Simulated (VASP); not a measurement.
Set up this calculation in VASP 6.6.1, as the native input.

```yaml
Task: single point
Functional: LDA
Potentials_or_basis: VASP PAW LDA potentials, release 64 (Ta_pv)
Cutoff: 520 eV
k_mesh: 14 × 14 × 14
Occupations: methfessel-paxton, width 0.6 eV
Spin: no spin polarisation
Dipole_correction: no
Further_INCAR_settings: ALGO = Normal; EDIFF = 1e-06; NBANDS = 12
```

The structure of Ta lies in POSCAR:

```
Ta
1.0
   -1.6276710318      1.6276710318      1.6276710318
    1.6276710318     -1.6276710318      1.6276710318
    1.6276710318      1.6276710318     -1.6276710318
Ta
1
Direct
    0.0000000000      0.0000000000      0.0000000000
```

One way to write it, as run:

INCAR

```
SYSTEM = Ta
PREC = Accurate
ENCUT = 520
EDIFF = 1E-6
ISMEAR = 1
SIGMA = 0.6
LREAL = .False.
LASPH = .True.
NELM = 100
ALGO = Normal
ISIF = 2
LWAVE = .False.
LCHARG = .True.
LELF = .True.
LVHAR = .True.
NBANDS = 12
```

KPOINTS

```
regular mesh
0
Gamma
  14 14 14
  0 0 0
```

Potentials or basis: VASP PAW LDA potentials, release 64 (Ta_pv).

Launch:

```sh
$ cat potpaw_LDA.64/Ta_pv/POTCAR > POTCAR
$ mpirun -np 1 vasp_std > vasp.out
```

It gave:

The pressure is 0.5 GPa.

It took 14 s on 1 thread of Intel Xeon 6975P-C, with other jobs on the host, peak memory 0.14 GiB.
